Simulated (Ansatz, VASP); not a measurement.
## One calculation of Pd, two programs

```
Pd
1.0
     0.00000    1.91932    1.91932
     1.91932    0.00000    1.91932
     1.91932    1.91932    0.00000
Pd
1
Direct
  0.00000 0.00000 0.00000
```

Alike in both runs: functional LDA; k mesh 18 × 18 × 18; occupations gaussian, width 0.1 eV; no spin polarisation.

Ansatz relaxed the structure, and its values are those at the end. VASP's run is a single point on that final structure, the one shown.

|  | VASP | Ansatz |
| --- | --- | --- |
| version | VASP 6.6.1 | Ansatz 0.2.0 |
| potentials or method | VASP PAW LDA potentials, release 64 (Pd), cutoff 500 eV | scalar-relativistic, plane waves, PAW |
| valence electrons in the cell | 10 | 18 |

Ansatz gave:

| Quantity | Value |
| --- | --- |
| gap on the k mesh at the Fermi level (eV) | none |
| pressure (GPa) | 0.0 |

Question: What did VASP give for the same quantities?

Answer: gap on the k mesh at the Fermi level (eV): none; pressure (GPa): 0.4.

Ansatz warns that its potentials were made for another functional, while VASP's fit it. LDA's correlation is that of Perdew and Zunger in VASP and of Perdew and Wang (1992) in Ansatz. A gap of «none» marks a metal or a gap that the smearing closes. VASP's potentials hold 10 valence electrons a cell and Ansatz's 18, so a difference there can come from the potentials and not from the codes.
